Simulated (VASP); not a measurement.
# AlCo3 (Pm-3m) in VASP: further runs

AlCo3 is run at these levels: LDA; tasks: single point.

All numbers are computed with VASP 6.6.1; they aren't measurements. Logs are shortened: lines on timing, memory, paths and dates and some standing lists are left out, and cuts for length are marked.

## Step 1: The cell of the first run

The structure is cubic, space group Pm-3m (No. 221). The conventional cell has a = 3.622 Å, b = 3.622 Å, c = 3.622 Å, α = 90.00°, β = 90.00°, γ = 90.00°. Within 3.4 Å of Al (site symmetry m-3m) lie 12 Co at 2.56 Å. Co (site symmetry 4/mmm) has 4 Al at 2.56 Å and 8 Co at 2.56 Å within 3.4 Å.

## Step 2: Single point, LDA, collinear spin, ferromagnetic start

INCAR

```
ALGO = Normal
EDIFF = 1E-7
ENCUT = 520
GGA = CA
ISIF = 2
ISMEAR = 1
ISPIN = 2
LASPH = T
LCHARG = F
LMAXMIX = 4
LORBIT = 11
LREAL = F
LWAVE = F
MAGMOM = 0 2.5 2.5 2.5
NBANDS = 27
NELM = 150
PREC = Accurate
SIGMA = 0.15
```

KPOINTS

```
k-points
0
Gamma
  7 7 7
```

POSCAR

```
AlCo3
1.0
    3.6219942107      0.0000000000      0.0000000000
    0.0000000000      3.6219942107      0.0000000000
    0.0000000000      0.0000000000      3.6219942107
Al Co
1 3
Direct
    0.0000000000      0.0000000000      0.0000000000
    0.5000000000      0.5000000000      0.0000000000
    0.5000000000      0.0000000000      0.5000000000
    0.0000000000      0.5000000000      0.5000000000
```

Potentials or basis: VASP PAW LDA potentials, release 64 (Al, Co).

The run is started by

```
$ cat potpaw_LDA.64/Al/POTCAR potpaw_LDA.64/Co/POTCAR > POTCAR
$ mpirun -np 1 vasp_std > vasp.out
```

OUTCAR:

```text
EDIFF = 1E-7
   ENCUT = 520
   GGA = CA
   ISIF = 2
   ISMEAR = 1
   ISPIN = 2
   LASPH = T
   LORBIT = 11
   LREAL = F
   NELM = 150
   PREC = Accurate

 ion  position               nearest neighbor table
   1  0.000  0.000  0.000-   2 2.56   3 2.56   4 2.56   3 2.56   4 2.56   2 2.56   4 2.56   4 2.56
                             2 2.56   3 2.56   3 2.56   2 2.56
   2  0.500  0.500  0.000-   1 2.56   3 2.56   4 2.56   3 2.56   4 2.56   1 2.56   3 2.56   3 2.56
                             1 2.56   4 2.56   4 2.56   1 2.56
   3  0.500  0.000  0.500-   1 2.56   2 2.56   4 2.56   1 2.56   2 2.56   2 2.56   4 2.56   2 2.56
                             1 2.56   4 2.56   1 2.56   4 2.56
   4  0.000  0.500  0.500-   1 2.56   2 2.56   3 2.56   1 2.56   2 2.56   1 2.56   3 2.56   1 2.56
                             2 2.56   3 2.56   2 2.56   3 2.56

  LATTYP: Found a simple cubic cell.
 ALAT       =     3.6219942107

  Lattice vectors:

 A1 = (   3.6219942107,   0.0000000000,   0.0000000000)
 A2 = (   0.0000000000,   3.6219942107,   0.0000000000)
 A3 = (   0.0000000000,   0.0000000000,   3.6219942107)

Analysis of symmetry for initial positions (statically):
=====================================================================
 Subroutine PRICEL returns:
 Original cell was already a primitive cell.

 Routine SETGRP: Setting up the symmetry group for a
 simple cubic supercell.

 Subroutine GETGRP returns: Found 48 space group operations
 (whereof 48 operations were pure point group operations)
 out of a pool of 48 trial point group operations.

The static configuration has the point symmetry O_h .

Analysis of symmetry for dynamics (positions and initial velocities):
=====================================================================
 Subroutine PRICEL returns:
 Original cell was already a primitive cell.

 Routine SETGRP: Setting up the symmetry group for a
 simple cubic supercell.

 Subroutine GETGRP returns: Found 48 space group operations
 (whereof 48 operations were pure point group operations)
 out of a pool of 48 trial point group operations.

The dynamic configuration has the point symmetry O_h .

Analysis of structural, dynamic, and magnetic symmetry:
=====================================================================
 Subroutine PRICEL returns:
 Original cell was already a primitive cell.

 Routine SETGRP: Setting up the symmetry group for a
 simple cubic supercell.

 Subroutine GETGRP returns: Found 48 space group operations
 (whereof 48 operations were pure point group operations)
 out of a pool of 48 trial point group operations.

The overall configuration has the point symmetry O_h .

 Subroutine INISYM returns: Found 48 space group operations
 (whereof 48 operations are pure point group operations),
 and found     1 'primitive' translations

----------------------------------------------------------------------------------------

                                     Primitive cell

  volume of cell :      47.5164

  direct lattice vectors                    reciprocal lattice vectors
     3.621994211  0.000000000  0.000000000     0.276090999  0.000000000  0.000000000
     0.000000000  3.621994211  0.000000000     0.000000000  0.276090999  0.000000000
     0.000000000  0.000000000  3.621994211     0.000000000  0.000000000  0.276090999

  length of vectors
     3.621994211  3.621994211  3.621994211     0.276090999  0.276090999  0.276090999

  position of ions in fractional coordinates (direct lattice)
     0.000000000  0.000000000  0.000000000
     0.500000000  0.500000000  0.000000000
     0.500000000  0.000000000  0.500000000
     0.000000000  0.500000000  0.500000000

  ion indices of the primitive-cell ions
   primitive index   ion index
                 1           1
                 2           2
                 3           3
                 4           4

----------------------------------------------------------------------------------------

 KPOINTS: k-points

Automatic generation of k-mesh.
 Grid dimensions read from file:
 generate k-points for:    7    7    7

 Generating k-lattice:

  Cartesian coordinates                     Fractional coordinates (reciprocal lattice)
     0.039441571  0.000000000  0.000000000     0.142857143  0.000000000  0.000000000
     0.000000000  0.039441571  0.000000000     0.000000000  0.142857143  0.000000000
     0.000000000  0.000000000  0.039441571     0.000000000  0.000000000  0.142857143

  Length of vectors
     0.039441571  0.039441571  0.039441571

  Shift w.r.t. Gamma in fractional coordinates (k-lattice)
     0.000000000  0.000000000  0.000000000

 Subroutine IBZKPT returns following result:
 ===========================================

 Found     20 irreducible k-points:

 Following reciprocal coordinates:
            Coordinates               Weight
  0.000000  0.000000  0.000000      1.000000
  0.142857  0.000000  0.000000      6.000000
  0.285714  0.000000  0.000000      6.000000
  0.428571  0.000000  0.000000      6.000000
  0.142857  0.142857  0.000000     12.000000
  0.285714  0.142857  0.000000     24.000000
[... 12 lines left out ...]
  0.428571  0.428571  0.285714     24.000000
  0.428571  0.428571  0.428571      8.000000
   k-points           NKPTS =     20   k-points in BZ     NKDIM =     20   number of bands    NBANDS=     27
   number of dos      NEDOS =    301   number of ions     NIONS =      4
   total plane-waves  NPLWV =  21952
   dimension x,y,z NGX =    28 NGY =   28 NGZ =   28
   dimension x,y,z NGXF=    56 NGYF=   56 NGZF=   56
   ions per type =               1   3
   NGX,Y,Z   is equivalent  to a cutoff of  12.85, 12.85, 12.85 a.u.
   NGXF,Y,Z  is equivalent  to a cutoff of  25.70, 25.70, 25.70 a.u.
 SYSTEM =  unknown system
   PREC   = accura    normal or accurate (medium, high low for compatibility)
   ISTART =      0    job   : 0-new  1-cont  2-samecut
   ICHARG =      2    charge: 1-file 2-atom 10-const
   ISPIN  =      2    spin polarized calculation?
   LNONCOLLINEAR =      F non collinear calculations
   LSORBIT =      F    spin-orbit coupling
   LASPH  =      T    aspherical Exc in radial PAW
   ENCUT  =  520.0 eV  38.22 Ry    6.18 a.u.   6.73  6.73  6.73*2*pi/ulx,y,z
   NELM   =    150;   NELMIN=  2; NELMDL= -5     # of ELM steps
   EDIFF  = 0.1E-06   stopping-criterion for ELM
   LREAL  =      F    real-space projection
   EDIFFG = 0.1E-05   stopping-criterion for IOM
   NSW    =      0    number of steps for IOM
   IBRION =     -1    ionic relax: 0-MD 1-quasi-New 2-CG
   NFREE  =      0    steps in history (QN), initial steepest desc. (CG)
   ISIF   =      2    stress and relaxation
   ISYM   =      2    0-nonsym 1-usesym 2-fastsym
   POTIM  = 0.5000    time-step for ionic-motion
   TEBEG  =    0.0;   TEEND  =   0.0 temperature during run
   PSTRESS=    0.0 pullay stress
   NELECT =      30.0000    total number of electrons
   NUPDOWN=      -1.0000    fix difference up-down
   EMIN   =  10.00;   EMAX   =-10.00  energy-range for DOS
   EFERMI =   0.00;   METHOD = LEGACY
   ISMEAR =     1;   SIGMA  =   0.15  broadening in eV -4-tet -1-fermi 0-gaus
   EFERMI_NEDOS =   21; number of points for ismear=-14 and -15
   IALGO  =     38    algorithm
   IMIX   =      4    mixing-type and parameters
     AMIX     =   0.40;   BMIX     =  1.00
     AMIX_MAG =   1.60;   BMIX_MAG =  1.00
  volume/ion in A,a.u.               =      11.88        80.16
  Fermi-wavevector in a.u.,A,eV,Ry     =   1.404432  2.653992 26.836543  1.972430
  Thomas-Fermi vector in A             =   2.526995
   LORBIT       =     11    0 simple, 1 ext, 2 COOP (PROOUT), +10 PAW based schemes
   GGA     = CA    functional components
   LHFCALC =     F    Hartree Fock is set to
   AEXX    =    0.0000 exact exchange contribution
   IVDW    =     0    specifies the selected vdW correction
   LEPSILON=     F    determine dielectric tensor
   LRPA    =     F    only Hartree local field effects (RPA)
 spin polarized calculation
 Methfessel and Paxton  Order N= 1 SIGMA  =   0.15
  energy-cutoff  :      520.00
  volume of cell :       47.52
 maximum number of plane-waves:      1309
 NGX is ok and might be reduce to    28
   NGX = 13   NGY = 13   NGZ = 13

 number of electron      30.0000021 magnetization       3.8739270

 Free energy of the ion-electron system (eV)
  ---------------------------------------------------
  ext. energy  EPLUGINS =         0.00000000
  ---------------------------------------------------
  free energy    TOTEN  =       -29.06201594 eV

  energy without entropy =      -29.05637090  energy(sigma->0) =      -29.06013426

 E-fermi :   9.1981     XC(G=0): -12.7970

 val. band max:        9.1937071878   @ k =   0.4286   0.2857   0.0000
 cond. band min:       9.2029024676   @ k =   0.2857   0.1429   0.0000
 fundamental gap:      0.0091952797
 Fermi energy:         9.1980653060

 spin component 1

 k-point     1 :       0.0000    0.0000    0.0000
  band No.  band energies     occupation
      1      -0.4449      1.00000
      2       4.5497      1.00000
      3       5.4384      1.00000
      4       5.4384      1.00000
      5       5.7413      1.00000
      6       5.7413      1.00000
[... 589 lines left out ...]
     26      26.9152      0.00000
     27      28.3647      0.00000
 Fermi energy:         9.1980653060

 spin component 2

 k-point     1 :       0.0000    0.0000    0.0000
  band No.  band energies     occupation
      1      -0.3454      1.00000
      2       5.4167      1.00000
      3       6.2420      1.00000
      4       6.2420      1.00000
      5       6.7051      1.00000
      6       6.7051      1.00000
[... 589 lines left out ...]
     26      27.0629      0.00000
     27      28.4412      0.00000

------------------------ aborting loop because EDIFF is reached ----------------------------------------

  FORCE on cell =-STRESS in cart. coord.  units (eV):
  Direction    XX          YY          ZZ          XY          YZ          ZX
  --------------------------------------------------------------------------------------
  -------------------------------------------------------------------------------------
  Total       -5.8715169     -5.8715169     -5.8715169      0.0000000      0.0000000      0.0000000
  in kB     -197.9783239   -197.9783239   -197.9783239      0.0000000      0.0000000      0.0000000
  external PRESSURE =    -197.9783239 kB  Pullay stress =       0.0000000 kB

 VOLUME and BASIS-vectors are now :
 -----------------------------------------------------------------------------
  energy-cutoff  :      520.00
  volume of cell :       47.52
      direct lattice vectors                 reciprocal lattice vectors
     3.621994211  0.000000000  0.000000000     0.276090999  0.000000000  0.000000000
     0.000000000  3.621994211  0.000000000     0.000000000  0.276090999  0.000000000
     0.000000000  0.000000000  3.621994211     0.000000000  0.000000000  0.276090999

 POSITION                                       TOTAL-FORCE (eV/Angst)
 -----------------------------------------------------------------------------------
      0.00000      0.00000      0.00000         0.000000      0.000000      0.000000
      1.81100      1.81100      0.00000         0.000000      0.000000      0.000000
      1.81100      0.00000      1.81100         0.000000      0.000000      0.000000
      0.00000      1.81100      1.81100         0.000000      0.000000      0.000000
 -----------------------------------------------------------------------------------
    total drift:                                0.000000      0.000000      0.000000

  FREE ENERGIE OF THE ION-ELECTRON SYSTEM (eV)
  ---------------------------------------------------
  free  energy   TOTEN  =       -29.0620159406 eV

  energy  without entropy=      -29.0563708981  energy(sigma->0) =      -29.06013426

 total charge

# of ion       s       p       d       tot
------------------------------------------
    1        0.409   0.401   0.000   0.810
    2        0.457   0.471   7.315   8.243
    3        0.457   0.471   7.315   8.243
    4        0.457   0.471   7.315   8.243
--------------------------------------------------
tot          1.781   1.813  21.944  25.538

 magnetization (x)

# of ion       s       p       d       tot
------------------------------------------
    1       -0.000  -0.031   0.000  -0.031
    2       -0.002   0.003   1.310   1.311
    3       -0.002   0.003   1.310   1.311
    4       -0.002   0.003   1.310   1.311
--------------------------------------------------
tot         -0.006  -0.023   3.929   3.901
```

Wall time 50 s (1 thread of Intel Xeon Platinum 8375C at 2.90GHz (Ice Lake), shared host); peak memory 0.16 GiB.

What came out:

* Free energy: -29.0620 eV
* Pressure: -19.8 GPa
* Net moment: 3.87 μB per cell
* Site moments: Al -0.03; Co +1.31 μB
* Valence electrons inside the program's atomic spheres: Al 0.81; Co 8.24

Caveat: the cell stands under tension.

## Step 3: Single point, LDA, collinear spin, ferromagnetic start

This run uses another cell than the first one, of 12.22 Å³/atom.

INCAR

```
SYSTEM = AlCo3
ALGO = Normal
EDIFF = 1E-6
ENCUT = 520
GGA = CA
ISIF = 2
ISMEAR = 1
ISPIN = 2
LASPH = .TRUE.
LCHARG = .FALSE.
LMAXMIX = 4
LORBIT = 11
LREAL = .FALSE.
LWAVE = .FALSE.
MAGMOM = 0 2.5 2.5 2.5
NBANDS = 27
NELM = 150
PREC = Accurate
SIGMA = 0.15
```

KPOINTS

```
k-points
0
G
  7 7 7
  0 0 0
```

POSCAR

```
AlCo3
1.0
    3.6564914699      0.0000000000      0.0000000000
    0.0000000000      3.6564914699      0.0000000000
    0.0000000000      0.0000000000      3.6564914699
Al Co
1 3
Direct
    0.0000000000      0.0000000000      0.0000000000
    0.5000000000      0.5000000000      0.0000000000
    0.5000000000      0.0000000000      0.5000000000
    0.0000000000      0.5000000000      0.5000000000
```

Potentials or basis: VASP PAW LDA potentials, release 64 (Al, Co).

The run is started by

```
$ cat potpaw_LDA.64/Al/POTCAR potpaw_LDA.64/Co/POTCAR > POTCAR
$ mpirun -np 1 vasp_std > vasp.out
```

OUTCAR:

```text
SYSTEM = AlCo3
   EDIFF = 1E-6
   ENCUT = 520
   GGA = CA
   ISIF = 2
   ISMEAR = 1
   ISPIN = 2
   LASPH = .TRUE.
   LORBIT = 11
   LREAL = .FALSE.
   NELM = 150
   PREC = Accurate

 ion  position               nearest neighbor table
   1  0.000  0.000  0.000-   2 2.59   3 2.59   4 2.59   3 2.59   4 2.59   2 2.59   4 2.59   4 2.59
                             2 2.59   3 2.59   3 2.59   2 2.59
   2  0.500  0.500  0.000-   1 2.59   3 2.59   4 2.59   3 2.59   4 2.59   1 2.59   3 2.59   3 2.59
                             1 2.59   4 2.59   4 2.59   1 2.59
   3  0.500  0.000  0.500-   1 2.59   2 2.59   4 2.59   1 2.59   2 2.59   2 2.59   4 2.59   2 2.59
                             1 2.59   4 2.59   1 2.59   4 2.59
[... 1428 lines left out ...]
     0.000000000  3.656491470  0.000000000     0.000000000  0.273486212  0.000000000
     0.000000000  0.000000000  3.656491470     0.000000000  0.000000000  0.273486212

 POSITION                                       TOTAL-FORCE (eV/Angst)
 -----------------------------------------------------------------------------------
      0.00000      0.00000      0.00000         0.000000      0.000000      0.000000
      1.82825      1.82825      0.00000         0.000000      0.000000      0.000000
      1.82825      0.00000      1.82825         0.000000      0.000000      0.000000
      0.00000      1.82825      1.82825         0.000000      0.000000      0.000000
 -----------------------------------------------------------------------------------
    total drift:                                0.000000      0.000000      0.000000

  FREE ENERGIE OF THE ION-ELECTRON SYSTEM (eV)
  ---------------------------------------------------
  free  energy   TOTEN  =       -28.8771196754 eV

  energy  without entropy=      -28.8722130235  energy(sigma->0) =      -28.87548412

 total charge

# of ion       s       p       d       tot
------------------------------------------
    1        0.407   0.389   0.000   0.796
    2        0.446   0.449   7.299   8.195
    3        0.446   0.449   7.299   8.195
    4        0.446   0.449   7.299   8.195
--------------------------------------------------
tot          1.747   1.737  21.898  25.382

 magnetization (x)

# of ion       s       p       d       tot
------------------------------------------
    1       -0.000  -0.032   0.000  -0.032
    2       -0.002   0.002   1.326   1.326
    3       -0.002   0.002   1.326   1.326
    4       -0.002   0.002   1.326   1.326
--------------------------------------------------
tot         -0.006  -0.027   3.979   3.946
```

OSZICAR:

```text
N       E                     dE             d eps       ncg     rms          rms(c)
DAV:   1     0.175857472754E+03    0.17586E+03   -0.12440E+04  2160   0.133E+03
DAV:   2    -0.224899550585E+02   -0.19835E+03   -0.18404E+03  2160   0.273E+02
DAV:   3    -0.328107645434E+02   -0.10321E+02   -0.97888E+01  2422   0.814E+01
DAV:   4    -0.330018136030E+02   -0.19105E+00   -0.19074E+00  2583   0.103E+01
DAV:   5    -0.330098457648E+02   -0.80322E-02   -0.80315E-02  2799   0.180E+00    0.197E+01
DAV:   6    -0.335671330060E+02   -0.55729E+00   -0.38963E+01  2537   0.990E+01    0.201E+01
DAV:   7    -0.289400407415E+02    0.46271E+01   -0.12513E+01  2549   0.544E+01    0.378E+00
DAV:   8    -0.289141069534E+02    0.25934E-01   -0.22275E-01  2455   0.336E+00    0.171E+00
DAV:   9    -0.288868058451E+02    0.27301E-01   -0.24394E-02  3072   0.158E+00    0.837E-01
DAV:  10    -0.288779449434E+02    0.88609E-02   -0.66467E-03  2937   0.881E-01    0.232E-01
DAV:  11    -0.288773132675E+02    0.63168E-03   -0.37110E-03  2717   0.350E-01    0.152E-01
DAV:  12    -0.288772157419E+02    0.97526E-04   -0.16951E-04  2793   0.215E-01    0.862E-02
DAV:  13    -0.288771350373E+02    0.80705E-04   -0.11704E-04  3197   0.860E-02    0.586E-02
DAV:  14    -0.288771196545E+02    0.15383E-04   -0.25741E-05  3027   0.326E-02    0.266E-02
DAV:  15    -0.288771196754E+02   -0.20963E-07   -0.38312E-06  1574   0.199E-02
   1 F= -.28877120E+02 E0= -.28875484E+02  d E =-.490665E-02  mag=     3.9089
```

stdout:

```text
POSCAR found type information on POSCAR AlCo
 POSCAR found :  2 types and       4 ions
 scaLAPACK will be used
 LDA part: xc-table for (Slater(with rela. corr.)+CA(PZ))
 , standard interpolation
 POSCAR, INCAR and KPOINTS ok, starting setup
 FFT: planning ... GRIDC
 FFT: planning ... GRID_SOFT
 FFT: planning ... GRID
 WAVECAR not read
 entering main loop
```

Wall time 48 s (1 thread of Intel Xeon Platinum 8375C at 2.90GHz (Ice Lake), shared host); peak memory 0.16 GiB.

What came out:

- Free energy: -28.8771 eV
- Pressure: -23.4 GPa
- Net moment: 3.91 μB per cell
- Site moments: Al -0.03; Co +1.33 μB
- Valence electrons inside the program's atomic spheres: Al 0.80; Co 8.20

Levels at points of the mesh, in eV from the Fermi level:
Spin up:
```csv
k point,band 13,band 14,band 15,band 16,band 17,band 18,band 19,band 20,band 21,band 22
"(0.00, 0.00, 0.00)",-0.40,-0.19,-0.19,-0.19,0.81,0.81,0.81,6.36,6.36,6.54
```
Spin down:
```csv
k point,band 10,band 11,band 12,band 13,band 14,band 15,band 16,band 17
"(0.00, 0.00, 0.00)",-0.36,0.50,0.50,0.89,0.89,0.89,0.89,1.10
```

Caveat: the cell stands under tension.
